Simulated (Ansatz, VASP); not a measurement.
# One calculation of Ge2Sb2Te5, two programs

File INCAR:

```
  ALGO = Normal
  EDIFF = 1E-7
  EDIFFG = -0.01
  ENCUT = 600
  IBRION = 2
  ISIF = 3
  ISMEAR = -1
  LASPH = True
  LCHARG = False
  LREAL = False
  LWAVE = False
  NELM = 80
  NSW = 60
  PREC = Accurate
  SIGMA = 0.05
```

KPOINTS

```
k-points
0
Gamma
  5 5 2
```

Contents of POSCAR:

```
Ge2Sb2Te5
1.0
    4.2940644248      0.0000000000      0.0000000000
   -2.1470322124      3.7187688774      0.0000000000
    0.0000000000      0.0000000000     17.1013460000
Te Sb Ge
5 2 2
Direct
    0.6666666667      0.3333333333      0.4198920000
    0.3333333333      0.6666666667      0.5801080000
    0.3333333333      0.6666666667      0.2015420000
    0.6666666667      0.3333333333      0.7984580000
    0.0000000000      0.0000000000      0.0000000000
    0.0000000000      0.0000000000      0.3200680000
    0.0000000000      0.0000000000      0.6799320000
    0.6666666667      0.3333333333      0.1028950000
    0.3333333333      0.6666666667      0.8971050000
```

File input.yaml:

```yaml
crystal:
  lattice:
    - [4.2940644248, 0.0, 0.0]
    - [-2.1470322124, 3.7187688774, 0.0]
    - [0.0, 0.0, 17.101346]
  atoms:
    - { symbol: Te, position: [0.6666666667, 0.3333333333, 0.419892] }
    - { symbol: Te, position: [0.3333333333, 0.6666666667, 0.580108] }
    - { symbol: Te, position: [0.3333333333, 0.6666666667, 0.201542] }
    - { symbol: Te, position: [0.6666666667, 0.3333333333, 0.798458] }
    - { symbol: Te, position: [0.0, 0.0, 0.0] }
    - { symbol: Sb, position: [0.0, 0.0, 0.320068] }
    - { symbol: Sb, position: [0.0, 0.0, 0.679932] }
    - { symbol: Ge, position: [0.6666666667, 0.3333333333, 0.102895] }
    - { symbol: Ge, position: [0.3333333333, 0.6666666667, 0.897105] }
hamiltonian:
  xc: lda
  pseudopotentials: { kind: paw }
kpoints:
  mp_grid: { grid: [5, 5, 2] }
scf:
  occupations: { method: fermi_dirac, width: 0.05 }
output:
  forces: true
  stress: true
  eigenvalues: true
  write_density: true
  write_potential: true
  elf: true
  volumetric_format: npy
relax:
  f_tol: 0.01
  max_steps: 40
  cell: { stress_tol: 0.05 }
```

Alike in both runs: task relaxation of cell and atoms; functional LDA; k mesh 5 × 5 × 2; occupations fermi-dirac, width 0.05 eV; no spin polarisation.

|  | VASP | Ansatz |
| --- | --- | --- |
| version | VASP 6.6.1 | Ansatz 0.2.0 |
| potentials or method | VASP PAW LDA potentials, release 64 (Te, Sb, Ge_d) | Ansatz PAW |
| plane-wave cutoff (eV) | 600 | 420 |
| valence electrons in the cell | 68 | 138 |

|  | VASP | Ansatz | Ansatz less VASP |
| --- | --- | --- | --- |
| gap on the k mesh at the Fermi level, each at its own relaxed structure (eV) | 0.09 | 0.13 | +0.039 |
| relaxed volume (Å³/atom) | 28.41 | 28.37 | -0.034 |
| relaxed length of the cell vector where the two differ most in proportion (Å) | 4.195 | 4.191 | -0.0038 |

LDA's correlation is that of Perdew and Zunger in VASP and of Perdew and Wang (1992) in Ansatz. VASP's potentials hold 68 valence electrons a cell and Ansatz's 138, so a difference there can come from the potentials and not from the codes.

Neither program's run includes spin-orbit coupling. Noted on Ansatz's run: odd divisions of the mesh miss points on the zone boundary, where band edges often lie, so the gap on the mesh can be too wide; the plane-wave basis is chosen anew once the cell has moved, so the energies of steps on either side of that aren't comparable.
